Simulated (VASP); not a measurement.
## Ni: single point with PBE

Ni:

```xyz
2
Lattice="-1.7699 -1.7699 -3.5397 1.7699 -1.7699 0.0000 -1.7699 -1.7699 0.0000" Properties=species:S:1:pos:R:3 pbc="T T T"
Ni    0.0000    0.0000    0.0000
Ni    0.0000   -1.7699   -1.7699
```

```
Program             : VASP 6.6.1
Task                : single point
Functional          : PBE
Potentials or basis : VASP PAW PBE potentials, release 64 (Ni)
Cutoff              : 520 eV
k mesh              : 8 × 10 × 13
Occupations         : fermi-dirac, width 0.05 eV
Spin                : no spin polarisation
```

```
Pressure               : -4.4 GPa
Band gap on the k mesh : zero (bands 10 and 11 overlap by 0.68 eV)
```

Levels at points of the mesh, in eV from the Fermi level:
```csv
k point,band 8,band 9,band 10,band 11,band 12,band 13
"(0.00, 0.00, 0.00)",-0.73,-0.03,0.16,0.16,2.60,9.37
"(0.50, 0.00, 0.00)",-0.97,-0.97,-0.97,-0.39,-0.39,19.24
"(0.00, 0.50, 0.00)",-1.17,-0.75,-0.75,1.41,1.41,11.64
"(0.50, 0.50, 0.00)",-0.10,-0.02,-0.02,-0.02,-0.02,5.94
```

Wall time 4.9 min on 1 thread of AMD EPYC 7R13, on a shared host, peak memory 0.24 GiB.

Caveat: the cell stands under tension; the run has no spin polarisation, though such a crystal can be magnetic. Spin polarisation is off, so any magnetic state and its effect on volume and gap are missing.
